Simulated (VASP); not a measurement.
The system is MoS2.

```
Mo S
1.0
     1.58000    0.91221    6.15000
    -1.58000    0.91221    6.15000
     0.00000   -1.82443    6.15000
Mo S
1 2
Direct
  0.00000 0.00000 0.00000
  0.41700 0.41700 0.41700
  0.25000 0.25000 0.25000
```

Base run:

- Program: VASP 6.6.1
- Functional: PBEsol
- Potentials or basis: VASP PAW PBE potentials, release 64 (Mo_sv, S)
- Cutoff: 520 eV
- k mesh: 6 × 6 × 6
- Occupations: fermi-dirac, width 0.05 eV
- Spin: no spin polarisation

Its results: band gap on the k mesh 0.91 eV (least direct gap 1.71 eV); pressure 0.3 GPa; largest force 0.266 eV/Å.

**Question.** After a change of settings the same cell gave: band gap on the k mesh 1.01 eV (least direct gap 1.82 eV); pressure 4.2 GPa; largest force 0.372 eV/Å. Which change was it?
A. k mesh from 6 × 6 × 6 to 10 × 10 × 10; hubbard terms from none to Mo d U = 1.0 eV
B. functional from PBEsol to r2SCAN
C. functional from PBEsol to PBE; further incar settings from ALGO = Normal; EDIFF = 1e-06; NBANDS = 20 to ALGO = Normal; EDIFF = 1e-07; NBANDS = 20
D. k mesh from 6 × 6 × 6 to 8 × 8 × 8

**Answer.** B.

Caveats: the PAW data sets were made with another functional, which shifts forces and pressure a little; the cell stands under pressure (at least some runs).
